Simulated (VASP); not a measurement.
# KMgF3 (Pm-3m) in VASP: settings compared, part 2 of 2

VASP 6.6.1.

### 3 Relaxation of cell and atoms, PBE

This run uses another cell than the first one, of 12.67 Å³/atom.

The input, INCAR:

```
SYSTEM = KMgF3
ALGO     = Normal         ! electronic algorithm
EDIFF    = 1E-6           ! SCF threshold, eV
EDIFFG   = -0.005         ! ionic threshold
ENCUT    = 600            ! plane-wave cutoff, eV
GGA      = PE             ! functional
IBRION   = 2              ! ionic algorithm
ISIF     = 3              ! what is computed and relaxed
ISMEAR   = -1             ! smearing method
LASPH    = .TRUE.         ! aspherical terms in the spheres
LCHARG   = .FALSE.        ! write CHGCAR
LREAL    = .FALSE.        ! projectors in reciprocal space
LWAVE    = .FALSE.        ! write WAVECAR
NELM     = 100            ! most SCF steps
NSW      = 80             ! ionic steps
PREC     = Accurate       ! precision mode
SIGMA    = 0.02           ! smearing width, eV
```

The input, KPOINTS:

```
k-points
0
G
  6 6 6
  0 0 0
```

The input, POSCAR:

```
KMgF3
1.0
    3.9859000000      0.0000000000      0.0000000000
    0.0000000000      3.9859000000      0.0000000000
    0.0000000000      0.0000000000      3.9859000000
K Mg F
1 1 3
Direct
    0.5000000000      0.5000000000      0.5000000000
    0.0000000000      0.0000000000      0.0000000000
    0.5000000000      0.0000000000      0.0000000000
    0.0000000000      0.5000000000      0.0000000000
    0.0000000000      0.0000000000      0.5000000000
```

Potentials or basis: VASP PAW PBE potentials, release 64 (K_sv, Mg, F).

Command:

```
> cat potpaw_PBE.64/K_sv/POTCAR potpaw_PBE.64/Mg/POTCAR potpaw_PBE.64/F/POTCAR > POTCAR
> mpirun -np 1 vasp_std > vasp.out
```

OUTCAR:

```text
SYSTEM = KMgF3
   EDIFF = 1E-6
   EDIFFG = -0.005
   ENCUT = 600
   GGA = PE
   IBRION = 2
   ISIF = 3
   ISMEAR = -1
   LASPH = .TRUE.
   LREAL = .FALSE.
   NELM = 100
   NSW = 80
   PREC = Accurate

 ion  position               nearest neighbor table
   1  0.500  0.500  0.500-   3 2.82   4 2.82   5 2.82   3 2.82   4 2.82   3 2.82   5 2.82   3 2.82
                             4 2.82   5 2.82   4 2.82   5 2.82   2 3.45   2 3.45   2 3.45   2 3.45
   2  0.000  0.000  0.000-   3 1.99   4 1.99   5 1.99   5 1.99   4 1.99   3 1.99   1 3.45   1 3.45
                             1 3.45   1 3.45   1 3.45   1 3.45   1 3.45   1 3.45
   3  0.500  0.000  0.000-   2 1.99   2 1.99   1 2.82   1 2.82   1 2.82   1 2.82
   4  0.000  0.500  0.000-   2 1.99   2 1.99   1 2.82   1 2.82   1 2.82   1 2.82
   5  0.000  0.000  0.500-   2 1.99   2 1.99   1 2.82   1 2.82   1 2.82   1 2.82

  LATTYP: Found a simple cubic cell.
 ALAT       =     3.9859000000

  Lattice vectors:

 A1 = (   3.9859000000,   0.0000000000,   0.0000000000)
 A2 = (   0.0000000000,   3.9859000000,   0.0000000000)
 A3 = (   0.0000000000,   0.0000000000,   3.9859000000)

Analysis of symmetry for initial positions (statically):
=====================================================================
 Subroutine PRICEL returns:
 Original cell was already a primitive cell.

 Routine SETGRP: Setting up the symmetry group for a
 simple cubic supercell.

 Subroutine GETGRP returns: Found 48 space group operations
 (whereof 48 operations were pure point group operations)
 out of a pool of 48 trial point group operations.

The static configuration has the point symmetry O_h .

Analysis of symmetry for dynamics (positions and initial velocities):
=====================================================================
 Subroutine PRICEL returns:
 Original cell was already a primitive cell.

 Routine SETGRP: Setting up the symmetry group for a
 simple cubic supercell.

 Subroutine GETGRP returns: Found 48 space group operations
 (whereof 48 operations were pure point group operations)
 out of a pool of 48 trial point group operations.

The dynamic configuration has the point symmetry O_h .

 Subroutine INISYM returns: Found 48 space group operations
 (whereof 48 operations are pure point group operations),
 and found     1 'primitive' translations

----------------------------------------------------------------------------------------

                                     Primitive cell

  volume of cell :      63.3256

  direct lattice vectors                    reciprocal lattice vectors
     3.985900000  0.000000000  0.000000000     0.250884367  0.000000000  0.000000000
     0.000000000  3.985900000  0.000000000     0.000000000  0.250884367  0.000000000
     0.000000000  0.000000000  3.985900000     0.000000000  0.000000000  0.250884367

  length of vectors
     3.985900000  3.985900000  3.985900000     0.250884367  0.250884367  0.250884367

  position of ions in fractional coordinates (direct lattice)
     0.500000000  0.500000000  0.500000000
     0.000000000  0.000000000  0.000000000
     0.500000000  0.000000000  0.000000000
     0.000000000  0.500000000  0.000000000
     0.000000000  0.000000000  0.500000000

  ion indices of the primitive-cell ions
   primitive index   ion index
                 1           1
                 2           2
                 3           3
                 4           4
                 5           5

----------------------------------------------------------------------------------------

 KPOINTS: k-points

Automatic generation of k-mesh.
 Grid dimensions read from file:
 generate k-points for:    6    6    6

 Generating k-lattice:

  Cartesian coordinates                     Fractional coordinates (reciprocal lattice)
     0.041814061  0.000000000  0.000000000     0.166666667  0.000000000  0.000000000
     0.000000000  0.041814061  0.000000000     0.000000000  0.166666667  0.000000000
     0.000000000  0.000000000  0.041814061     0.000000000  0.000000000  0.166666667

  Length of vectors
     0.041814061  0.041814061  0.041814061

  Shift w.r.t. Gamma in fractional coordinates (k-lattice)
     0.000000000  0.000000000  0.000000000

 Subroutine IBZKPT returns following result:
 ===========================================

 Found     20 irreducible k-points:

 Following reciprocal coordinates:
            Coordinates               Weight
  0.000000  0.000000  0.000000      1.000000
  0.166667  0.000000  0.000000      6.000000
  0.333333  0.000000  0.000000      6.000000
  0.500000  0.000000  0.000000      3.000000
  0.166667  0.166667  0.000000     12.000000
  0.333333  0.166667  0.000000     24.000000
[... 12 lines left out ...]
  0.500000  0.500000  0.333333      6.000000
  0.500000  0.500000  0.500000      1.000000
   k-points           NKPTS =     20   k-points in BZ     NKDIM =     20   number of bands    NBANDS=     20
   number of dos      NEDOS =    301   number of ions     NIONS =      5
   total plane-waves  NPLWV =  32768
   dimension x,y,z NGX =    32 NGY =   32 NGZ =   32
   dimension x,y,z NGXF=    64 NGYF=   64 NGZF=   64
   ions per type =               1   1   3
   NGX,Y,Z   is equivalent  to a cutoff of  13.35, 13.35, 13.35 a.u.
   NGXF,Y,Z  is equivalent  to a cutoff of  26.69, 26.69, 26.69 a.u.
 SYSTEM =  KMgF3
   PREC   = accura    normal or accurate (medium, high low for compatibility)
   ISTART =      0    job   : 0-new  1-cont  2-samecut
   ICHARG =      2    charge: 1-file 2-atom 10-const
   ISPIN  =      1    spin polarized calculation?
   LNONCOLLINEAR =      F non collinear calculations
   LSORBIT =      F    spin-orbit coupling
   LASPH  =      T    aspherical Exc in radial PAW
   ENCUT  =  600.0 eV  44.10 Ry    6.64 a.u.   7.96  7.96  7.96*2*pi/ulx,y,z
   NELM   =    100;   NELMIN=  2; NELMDL= -5     # of ELM steps
   EDIFF  = 0.1E-05   stopping-criterion for ELM
   LREAL  =      F    real-space projection
   EDIFFG = -.5E-02   stopping-criterion for IOM
   NSW    =     80    number of steps for IOM
   IBRION =      2    ionic relax: 0-MD 1-quasi-New 2-CG
   NFREE  =      1    steps in history (QN), initial steepest desc. (CG)
   ISIF   =      3    stress and relaxation
   ISYM   =      2    0-nonsym 1-usesym 2-fastsym
   POTIM  = 0.5000    time-step for ionic-motion
   TEBEG  =    0.0;   TEEND  =   0.0 temperature during run
   PSTRESS=    0.0 pullay stress
   NELECT =      32.0000    total number of electrons
   NUPDOWN=      -1.0000    fix difference up-down
   EMIN   =  10.00;   EMAX   =-10.00  energy-range for DOS
   EFERMI =   0.00;   METHOD = LEGACY
   ISMEAR =    -1;   SIGMA  =   0.02  broadening in eV -4-tet -1-fermi 0-gaus
   EFERMI_NEDOS =   21; number of points for ismear=-14 and -15
   IALGO  =     38    algorithm
   IMIX   =      4    mixing-type and parameters
     AMIX     =   0.40;   BMIX     =  1.00
     AMIX_MAG =   1.60;   BMIX_MAG =  1.00
  volume/ion in A,a.u.               =      12.67        85.47
  Fermi-wavevector in a.u.,A,eV,Ry     =   1.303962  2.464132 23.134232  1.700318
  Thomas-Fermi vector in A             =   2.434930
   LORBIT       =      0    0 simple, 1 ext, 2 COOP (PROOUT), +10 PAW based schemes
   GGA     = PE    functional components
   LHFCALC =     F    Hartree Fock is set to
   AEXX    =    0.0000 exact exchange contribution
   IVDW    =     0    specifies the selected vdW correction
   LEPSILON=     F    determine dielectric tensor
   LRPA    =     F    only Hartree local field effects (RPA)
 conjugate gradient relaxation of ions
 non-spin polarized calculation
  energy-cutoff  :      600.00
  volume of cell :       63.33
 maximum number of plane-waves:      2176
 NGX is ok and might be reduce to    32
   NGX = 15   NGY = 15   NGZ = 15

--------------------------------------- Ionic step        1  -------------------------------------------

 number of electron      32.0000010 magnetization

 Free energy of the ion-electron system (eV)
  ---------------------------------------------------
  ext. energy  EPLUGINS =         0.00000000
  ---------------------------------------------------
  free energy    TOTEN  =       -24.42216180 eV

  energy without entropy =      -24.42216180  energy(sigma->0) =      -24.42216180

------------------------ aborting loop because EDIFF is reached ----------------------------------------

  FORCE on cell =-STRESS in cart. coord.  units (eV):
  Direction    XX          YY          ZZ          XY          YZ          ZX
  --------------------------------------------------------------------------------------
  -------------------------------------------------------------------------------------
  Total        1.2842565      1.2842565      1.2842565     -0.0000000     -0.0000000      0.0000000
  in kB       32.4925014     32.4925014     32.4925014     -0.0000000     -0.0000000      0.0000000
  external PRESSURE =      32.4925014 kB  Pullay stress =       0.0000000 kB
[... 63 lines left out ...]
  energy  without entropy=      -24.4490765547  energy(sigma->0) =      -24.44907655

--------------------------------------- Ionic step        3  -------------------------------------------

 number of electron      32.0000042 magnetization

 Free energy of the ion-electron system (eV)
  ---------------------------------------------------
  ext. energy  EPLUGINS =         0.00000000
  ---------------------------------------------------
  free energy    TOTEN  =       -24.44974093 eV

  energy without entropy =      -24.44974093  energy(sigma->0) =      -24.44974093

 E-fermi :  -1.3754     XC(G=0):  -9.4667

 val. band max:       -1.8203071299   @ k =   0.5000   0.5000   0.5000
 cond. band min:       5.1594346083   @ k =   0.0000   0.0000   0.0000
 fundamental gap:      6.9797417382
 Fermi energy:        -1.3753857990

 k-point     1 :       0.0000    0.0000    0.0000
  band No.  band energies     occupation
      1     -27.5637      2.00000
      2     -21.8258      2.00000
      3     -21.2282      2.00000
      4     -21.2282      2.00000
      5     -11.0502      2.00000
      6     -11.0502      2.00000
[... 12 lines left out ...]
     19       8.1998      0.00000
[... 468 lines left out ...]
  FREE ENERGIE OF THE ION-ELECTRON SYSTEM (eV)
  ---------------------------------------------------
  free  energy   TOTEN  =       -24.4497409307 eV

  energy  without entropy=      -24.4497409307  energy(sigma->0) =      -24.44974093

 reached required accuracy - stopping structural energy minimisation
```

Wall time 91 s (1 thread of Intel Xeon 8259CL, shared host); peak memory 0.2 GiB.

What came out:

```yaml
Free_energy: -24.4497 eV
Relaxed_volume: 13.24 Å³/atom
Relaxed_cell: a = 4.045 Å, b = 4.045 Å, c = 4.045 Å, α = 90.00°, β = 90.00°, γ = 90.00°
Space_group_after_relaxing_to_0.1_Å: Pm-3m (No. 221)
Energy_gained_by_relaxing: 5.5 meV/atom
Ionic_steps: 3
Pressure_after_relaxing: 0.0 GPa
Band_gap_on_the_k_mesh: 6.98 eV (least direct gap 7.30 eV)
```

The path:
| step | energy change (eV) | largest force (eV/Å) | pressure (GPa) | volume (Å³) |
| --- | --- | --- | --- | --- |
| 1 | 0.0000 | 0.0000 | 3.25 | 63.33 |
| 2 | -0.0269 | 0.0000 | 0.47 | 65.71 |
| 3 | -0.0276 | 0.0000 | -0.02 | 66.18 |

Final structure:
```
K Mg F
1.0
     4.04498    0.00000    0.00000
     0.00000    4.04498    0.00000
     0.00000    0.00000    4.04498
K Mg F
1 1 3
Cartesian
  2.0225 2.0225 2.0225
  0.0000 0.0000 0.0000
  2.0225 0.0000 0.0000
  0.0000 2.0225 0.0000
  0.0000 0.0000 2.0225
```

A k mesh can miss the band edges. PBE usually gives volumes a little too large and moduli too small.
